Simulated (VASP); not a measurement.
# BaSr (Cmmm) in VASP: notebook

The runs below take BaSr through single point, with LDA.

All numbers are computed with VASP 6.6.1; they aren't measurements. Logs are shortened: lines on timing, memory, paths and dates and some standing lists are left out, and cuts for length are marked.

## (1) The cell of the first run

The structure is orthorhombic, space group Cmmm (No. 65). Conventional cell: a = 5.017 Å, b = 6.931 Å, c = 6.921 Å, α = 90.00°, β = 90.00°, γ = 90.00°. Ba (site symmetry mmm) has 8 Sr at 4.27 to 4.90 Å and 6 Ba at 4.28 to 5.02 Å within 5.6 Å. Within 5.6 Å of Sr (site symmetry mmm) lie 8 Ba at 4.27 to 4.90 Å and 6 Sr at 4.28 to 5.02 Å.

## (2) Single point, LDA

File INCAR:

```
SYSTEM = BaSr
  PREC = Accurate
  ENCUT = 520
  EDIFF = 1E-6
  ISMEAR = 0
  SIGMA = 0.15
  LREAL = .False.
  LASPH = .True.
  NELM = 100
  ALGO = Normal
  ISIF = 2
  LWAVE = .False.
  LCHARG = .True.
  LELF = .True.
  LVHAR = .True.
  NBANDS = 17
```

File KPOINTS:

```
Automatic mesh
0
Gamma
  14 14 8
  0 0 0
```

File POSCAR:

```
BaSr
1.0
    2.5086023700     -3.4657214600      0.0000000000
    2.5086023700      3.4657214600      0.0000000000
    0.0000000000      0.0000000000      6.9208264000
Ba Sr
1 1
Direct
    0.0000000000      0.0000000000      0.0000000000
    0.5000000000      0.5000000000      0.5000000000
```

Potentials or basis: VASP PAW LDA potentials, release 64 (Ba_sv, Sr_sv).

Run with:

```
$ cat potpaw_LDA.64/Ba_sv/POTCAR potpaw_LDA.64/Sr_sv/POTCAR > POTCAR
$ mpirun -np 1 vasp_std > vasp.out
```

OUTCAR:

```text
SYSTEM = BaSr
   PREC = Accurate
   ENCUT = 520
   EDIFF = 1E-6
   ISMEAR = 0
   LREAL = .False.
   LASPH = .True.
   NELM = 100
   ISIF = 2

 ion  position               nearest neighbor table
   1  0.000  0.000  0.000-   2 4.27   2 4.27   2 4.27   2 4.27   2 4.90   2 4.90   2 4.90   2 4.90

   2  0.500  0.500  0.500-   1 4.27   1 4.27   1 4.27   1 4.27   1 4.90   1 4.90   1 4.90   1 4.90

  LATTYP: Found a base centered orthorhombic cell.
 ALAT       =     5.0172047400
 B/A-ratio  =     1.3815347946
 C/A-ratio  =     1.3794187717

  Lattice vectors:

 A1 = (   2.5086023700,  -3.4657214600,   0.0000000000)
 A2 = (   2.5086023700,   3.4657214600,   0.0000000000)
 A3 = (   0.0000000000,   0.0000000000,   6.9208264000)

Analysis of symmetry for initial positions (statically):
=====================================================================
 Subroutine PRICEL returns:
 Original cell was already a primitive cell.

 Routine SETGRP: Setting up the symmetry group for a
 base centered orthorhombic supercell.

 Subroutine GETGRP returns: Found  8 space group operations
 (whereof  8 operations were pure point group operations)
 out of a pool of  8 trial point group operations.

The static configuration has the point symmetry D_2h.

Analysis of symmetry for dynamics (positions and initial velocities):
=====================================================================
 Subroutine PRICEL returns:
 Original cell was already a primitive cell.

 Routine SETGRP: Setting up the symmetry group for a
 base centered orthorhombic supercell.

 Subroutine GETGRP returns: Found  8 space group operations
 (whereof  8 operations were pure point group operations)
 out of a pool of  8 trial point group operations.

The dynamic configuration has the point symmetry D_2h.

 Subroutine INISYM returns: Found  8 space group operations
 (whereof  8 operations are pure point group operations),
 and found     1 'primitive' translations

----------------------------------------------------------------------------------------

                                     Primitive cell

  volume of cell :     120.3409

  direct lattice vectors                    reciprocal lattice vectors
     2.508602370 -3.465721460  0.000000000     0.199314170 -0.144270105  0.000000000
     2.508602370  3.465721460  0.000000000     0.199314170  0.144270105  0.000000000
     0.000000000  0.000000000  6.920826400     0.000000000  0.000000000  0.144491415

[... 76 lines left out ...]
   ICHARG =      2    charge: 1-file 2-atom 10-const
   ISPIN  =      1    spin polarized calculation?
   LNONCOLLINEAR =      F non collinear calculations
   LSORBIT =      F    spin-orbit coupling
   LASPH  =      T    aspherical Exc in radial PAW
   ENCUT  =  520.0 eV  38.22 Ry    6.18 a.u.   7.95  7.95 12.87*2*pi/ulx,y,z
   NELM   =    100;   NELMIN=  2; NELMDL= -5     # of ELM steps
   EDIFF  = 0.1E-05   stopping-criterion for ELM
   LREAL  =      F    real-space projection
   EDIFFG = 0.1E-04   stopping-criterion for IOM
   NSW    =      0    number of steps for IOM
   IBRION =     -1    ionic relax: 0-MD 1-quasi-New 2-CG
   NFREE  =      0    steps in history (QN), initial steepest desc. (CG)
   ISIF   =      2    stress and relaxation
   ISYM   =      2    0-nonsym 1-usesym 2-fastsym
   POTIM  = 0.5000    time-step for ionic-motion
   TEBEG  =    0.0;   TEEND  =   0.0 temperature during run
   PSTRESS=    0.0 pullay stress
   NELECT =      20.0000    total number of electrons
   NUPDOWN=      -1.0000    fix difference up-down
   EMIN   =  10.00;   EMAX   =-10.00  energy-range for DOS
   EFERMI =   0.00;   METHOD = LEGACY
   ISMEAR =     0;   SIGMA  =   0.15  broadening in eV -4-tet -1-fermi 0-gaus
   EFERMI_NEDOS =   21; number of points for ismear=-14 and -15
   IALGO  =     38    algorithm
   IMIX   =      4    mixing-type and parameters
     AMIX     =   0.40;   BMIX     =  1.00
     AMIX_MAG =   1.60;   BMIX_MAG =  1.00
  volume/ion in A,a.u.               =      60.17       406.05
  Fermi-wavevector in a.u.,A,eV,Ry     =   0.900078  1.700902 11.022640  0.810141
  Thomas-Fermi vector in A             =   2.022992
   LORBIT       =      0    0 simple, 1 ext, 2 COOP (PROOUT), +10 PAW based schemes
   GGA     = CA    functional components
   LHFCALC =     F    Hartree Fock is set to
   AEXX    =    0.0000 exact exchange contribution
   IVDW    =     0    specifies the selected vdW correction
   LEPSILON=     F    determine dielectric tensor
   LRPA    =     F    only Hartree local field effects (RPA)
 non-spin polarized calculation
 Gauss-broadening in eV      SIGMA  =   0.15
  energy-cutoff  :      520.00
  volume of cell :      120.34
 maximum number of plane-waves:      3268
   NGX = 15   NGY = 15   NGZ = 25

 number of electron      19.9999998 magnetization

 Free energy of the ion-electron system (eV)
  ---------------------------------------------------
  ext. energy  EPLUGINS =         0.00000000
  ---------------------------------------------------
  free energy    TOTEN  =        -4.06555154 eV

  energy without entropy =       -4.04015553  energy(sigma->0) =       -4.05285353

 E-fermi :   1.3533     XC(G=0):  -7.5251

 val. band max:        1.3466139739   @ k =   0.3571   0.3571   0.5000
 cond. band min:       1.3541127822   @ k =   0.4286   0.3571   0.5000
 fundamental gap:      0.0074988083
 Fermi energy:         1.3533410363

 k-point     1 :       0.0000    0.0000    0.0000
  band No.  band energies     occupation
      1     -35.1721      2.00000
      2     -27.4541      2.00000
      3     -17.2572      2.00000
      4     -17.2109      2.00000
      5     -17.1670      2.00000
      6     -12.6722      2.00000
[... 457 lines left out ...]
      4     -17.2454      2.00000
      5     -17.2051      2.00000
      6     -12.7128      2.00000
[... 9 lines left out ...]
     16       4.4518      0.00000
     17       4.6769      0.00000

 [... further k-points ...]
[... 5 lines left out ...]
  --------------------------------------------------------------------------------------
  -------------------------------------------------------------------------------------
  Total       -1.1798663     -1.1571293     -1.1610593      0.0000000      0.0000000      0.0000000
  in kB      -15.7083270    -15.4056147    -15.4579374      0.0000000      0.0000000      0.0000000
  external PRESSURE =     -15.5239597 kB  Pullay stress =       0.0000000 kB

 VOLUME and BASIS-vectors are now :
 -----------------------------------------------------------------------------
  energy-cutoff  :      520.00
  volume of cell :      120.34
      direct lattice vectors                 reciprocal lattice vectors
     2.508602370 -3.465721460  0.000000000     0.199314170 -0.144270105  0.000000000
     2.508602370  3.465721460  0.000000000     0.199314170  0.144270105  0.000000000
     0.000000000  0.000000000  6.920826400     0.000000000  0.000000000  0.144491415

 POSITION                                       TOTAL-FORCE (eV/Angst)
 -----------------------------------------------------------------------------------
      0.00000      0.00000      0.00000         0.000000      0.000000      0.000000
      2.50860      0.00000      3.46041        -0.000000      0.000000      0.000000
 -----------------------------------------------------------------------------------
    total drift:                                0.000000      0.000000     -0.000000

  FREE ENERGIE OF THE ION-ELECTRON SYSTEM (eV)
  ---------------------------------------------------
  free  energy   TOTEN  =        -4.0655515370 eV

  energy  without entropy=       -4.0401555302  energy(sigma->0) =       -4.05285353
```

stdout:

```text
POSCAR found type information on POSCAR BaSr
 POSCAR found :  2 types and       2 ions
 scaLAPACK will be used
 LDA part: xc-table for (Slater(with rela. corr.)+CA(PZ))
 , standard interpolation
 POSCAR, INCAR and KPOINTS ok, starting setup
 FFT: planning ... GRIDC
 FFT: planning ... GRID_SOFT
 FFT: planning ... GRID
 WAVECAR not read
 entering main loop
```

It took 3.9 min on 1 thread of AMD EPYC 9R45 (Zen 5), shared host; peak memory 0.66 GiB.

What came out:

```
Free energy            : -4.0656 eV
Pressure               : -1.6 GPa
Band gap on the k mesh : zero (bands 10 and 11 overlap by 0.67 eV)
```

Caveat: spin-orbit coupling is left out, which moves the levels of the heavy elements.

## (3) Single point, LDA

File INCAR:

```
  PREC = Accurate
  ENCUT = 520
  EDIFF = 1E-7
  ISMEAR = 0
  SIGMA = 0.15
  LREAL = F
  LASPH = T
  NELM = 100
  ALGO = Normal
  ISIF = 2
  LWAVE = F
  LCHARG = F
  NBANDS = 17
```

File KPOINTS:

```
regular mesh
0
Gamma
  12 12 8
```

POSCAR is that of step 2.

Potentials or basis: VASP PAW LDA potentials, release 64 (Ba_sv, Sr_sv).

Run with:

```
$ cat potpaw_LDA.64/Ba_sv/POTCAR potpaw_LDA.64/Sr_sv/POTCAR > POTCAR
$ mpirun -np 1 vasp_std > vasp.out
```

Run time: 2.9 min. Hardware: 1 thread of AMD EPYC 9R45 (Zen 5), shared host; peak memory 0.53 GiB.

Results (log left out):

```
Free energy            : -4.0658 eV
Pressure               : -1.6 GPa
Band gap on the k mesh : zero (bands 10 and 11 overlap by 0.68 eV)
```

Levels at points of the mesh, in eV from the Fermi level:
```
           k point  band 8  band 9  band 10  band 11  band 12  band 13
(0.00, 0.00, 0.00)  -13.78   -3.19    -0.91     0.73     0.83     1.94
(0.50, 0.00, 0.00)  -13.82   -0.82    -0.70     0.16     0.55     0.91
(0.50, 0.50, 0.00)  -13.94   -0.99    -0.31    -0.31     0.73     0.78
(0.00, 0.00, 0.50)  -13.78   -2.32    -1.98     1.00     1.02     1.54
(0.50, 0.00, 0.50)  -13.82   -1.21    -0.74     0.46     0.80     1.05
(0.50, 0.50, 0.50)  -13.95   -0.41    -0.22     0.08     0.60     1.48
```

Caveat: spin-orbit coupling is left out, which moves the levels of the heavy elements.
